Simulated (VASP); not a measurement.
Runs of VASP 6.6.1 on Bi. The structure is that of space group Fd-3m (No. 227), or close to it. The cells are those of the table. 

```tsv
cell	gap on the mesh (eV)	pressure (GPa)
a = 5.001 Å, angles 60.0°, 2 atoms	none	(a)
a = 5.076 Å, angles 60.0°, 2 atoms	none	(b)
a = 5.288 Å, angles 60.0°, 2 atoms	none	-1.0
a = 5.420 Å, angles 60.0°, 2 atoms	none	-2.3
a = 5.355 Å, angles 60.0°, 2 atoms	none	-1.7
```

Alike in all rows: task single point; level RPBE; potentials or basis VASP PAW PBE potentials, release 64 (Bi_d); no spin polarisation; k mesh 8 × 8 × 8; cutoff (eV) 520; smearing fermi-dirac 0.1 eV.

Problem. Estimate the missing entries.

Solution. (a) 4.3; (b) 2.5.

Caveats: the PAW data sets were made with another functional, which shifts forces and pressure a little; spin-orbit coupling is left out, which moves the levels of the heavy elements.

A k mesh can miss the band edges, and the runs leave out spin-orbit coupling on Bi.

A gap of «none» marks levels without a gap at the run's occupations.
